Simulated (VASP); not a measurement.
The system is Hg.

```
Hg
1.0
     3.19548    0.00000    0.00000
    -1.59774    2.76737    0.00000
     0.00000    0.00000    5.21822
Hg
2
Direct
  0.33333 0.66667 0.25000
  0.66667 0.33333 0.75000
```

* Program: VASP 6.6.1
* Task: relaxation of cell and atoms
* Functional: RPBE
* Potentials or basis: VASP PAW PBE potentials, release 64 (Hg_sv_GW)
* Cutoff: 550 eV
* k mesh: 11 × 11 × 6
* Occupations: fermi-dirac, width 0.1 eV
* Spin: no spin polarisation

At the start: pressure 8.6 GPa; volume 23.07 Å³/atom.

Question: Where does the relaxation end?

Answer: Over 11 steps the energy falls by 155.6 meV/atom and the volume is 31.17 Å³/atom (+35.1 %); space group P6_3/mmc (No. 194, to 0.1 Å) before and after.

The path:
| step | energy change (eV) | largest force (eV/Å) | pressure (GPa) | volume (Å³) |
| --- | --- | --- | --- | --- |
| 1 | 0.0000 | 0.0000 | 8.60 | 46.15 |
| 2 | -0.2643 | 0.0000 | 2.26 | 54.92 |
| 3 | -0.3029 | 0.0000 | 0.72 | 59.25 |
| 4 | -0.2938 | 0.0000 | -0.68 | 68.57 |
| 5 | -0.3088 | 0.0000 | -0.19 | 63.55 |
| 6 | -0.3094 | 0.0000 | -0.02 | 62.56 |
| 7 | -0.3094 | 0.0000 | 0.04 | 62.20 |
| 8 | -0.3101 | 0.0000 | 0.03 | 62.24 |
| 9 | -0.3108 | 0.0000 | 0.03 | 62.29 |
| 10 | -0.3108 | 0.0000 | 0.03 | 62.40 |
| 11 | -0.3111 | 0.0000 | 0.03 | 62.34 |

Final structure:
```
CELL_PARAMETERS angstrom
3.55498 0.00000 0.00000
-1.77749 3.07870 0.00000
0.00000 0.00000 5.69635
ATOMIC_POSITIONS crystal
Hg 0.33333 0.66667 0.25000
Hg 0.66667 0.33333 0.75000
```

Caveat: the volume moved by over 15 % at a fixed basis, so the end points are rough; the PAW data sets were made with another functional, which shifts forces and pressure a little.
